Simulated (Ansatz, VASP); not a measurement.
# CdI2 in VASP and in Ansatz

The input INCAR:

```
ALGO = Normal ; EDIFF = 1E-7
EDIFFG = -0.005 ; ENCUT = 500
GGA = PE ; GGA_COMPAT = F
IBRION = 2 ; ISIF = 3
ISMEAR = 0 ; IVDW = 12
LASPH = T ; LCHARG = F
LREAL = F ; LWAVE = F
NELM = 120 ; NELMIN = 4
NSW = 100 ; PREC = Accurate
SIGMA = 0.02
```

Contents of KPOINTS:

```
k-points
0
Gamma
  6 6 4
```

POSCAR

```
CdI2
1.0
    4.2440000000      0.0000000000      0.0000000000
   -2.1220000000      3.6754118137      0.0000000000
    0.0000000000      0.0000000000      6.8590000000
Cd I
1 2
Direct
    0.0000000000      0.0000000000      0.0000000000
    0.3333333333      0.6666666667      0.2492000000
    0.6666666667      0.3333333333      0.7508000000
```

Input for Ansatz:

```yaml
crystal:
  lattice:
    - [4.244, 0.0, 0.0]
    - [-2.122, 3.6754118137, 0.0]
    - [0.0, 0.0, 6.859]
  atoms:
    - { symbol: Cd, position: [0.0, 0.0, 0.0] }
    - { symbol: I, position: [0.3333333333, 0.6666666667, 0.2492] }
    - { symbol: I, position: [0.6666666667, 0.3333333333, 0.7508] }
basis:
  ecutwfc: 420
kpoints:
  mp_grid: { grid: [6, 6, 4] }
hamiltonian:
  xc: pbe
  dispersion: d3bj
scf:
  occupations: { method: gaussian, width: 0.02 }
output:
  forces: true
  stress: true
  eigenvalues: true
relax:
  adjacent_minimum: "off"
  f_tol: 0.005
  max_steps: 80
  cell: { stress_tol: 0.05 }
```

Alike in both runs: task relaxation of cell and atoms; functional PBE; dispersion D3(BJ); k mesh 6 × 6 × 4; occupations gaussian, width 0.02 eV; no spin polarisation.

|  | VASP | Ansatz |
| --- | --- | --- |
| version | VASP 6.6.1 | Ansatz 0.2.0 |
| potentials or method | VASP PAW PBE potentials, release 64 (Cd, I), cutoff 500 eV | scalar-relativistic, plane waves, PAW |
| valence electrons in the cell | 26 | 54 |

Ansatz gave:

```
gap on the k mesh at the Fermi level, each at its own relaxed structure (eV)  : 2.34
relaxed volume (Å³/atom)                                                      : 35.48
relaxed length of the cell vector where the two differ most in proportion (Å) : 6.836
```

Task: Which values does VASP return?

Result: gap on the k mesh at the Fermi level, each at its own relaxed structure (eV): 2.34; relaxed volume (Å³/atom): 35.54; relaxed length of the cell vector where the two differ most in proportion (Å): 6.822.

VASP's potentials hold 26 valence electrons a cell and Ansatz's 54, so a difference there can come from the potentials and not from the codes.

Spin-orbit coupling is off throughout.
